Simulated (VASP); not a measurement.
Ir, 1 atom in the cell. The structure is cubic, space group Fm-3m (No. 225). Conventional cell: a = 3.591 Å, b = 3.591 Å, c = 3.591 Å, α = 90.00°, β = 90.00°, γ = 90.00°. Ir (site symmetry m-3m) has 12 Ir at 2.54 Å within 3.4 Å. 

```yaml
Program: VASP 6.6.1
Task: relaxation of cell and atoms
Functional: PBE
Potentials_or_basis: VASP PAW PBE potentials, release 64 (Ir)
Cutoff: 600 eV
k_mesh: 18 × 18 × 18
Occupations: fermi-dirac, width 0.08 eV
Spin: no spin polarisation
Target_pressure: 140 GPa
Dipole_correction: no
Further_INCAR_settings: ALGO = Normal; EDIFF = 1e-06; IBRION = 2; EDIFFG = -0.005; NSW = 60; ISIF = 3
```

Potentials or basis: VASP PAW PBE potentials, release 64 (Ir).

Run with:

```console
$ cat potpaw_PBE.64/Ir/POTCAR > POTCAR
$ mpirun -np 1 vasp_std > vasp.out
```

Hardware: 1 thread of Intel Xeon 6975P-C, on a shared host.

Question: How long does it take, and how much memory?

Answer: Wall time 35 s on 1 thread of Intel Xeon 6975P-C, on a shared host, peak memory 0.15 GiB. Counts: scf iterations 21, k points 195, ion steps 3.
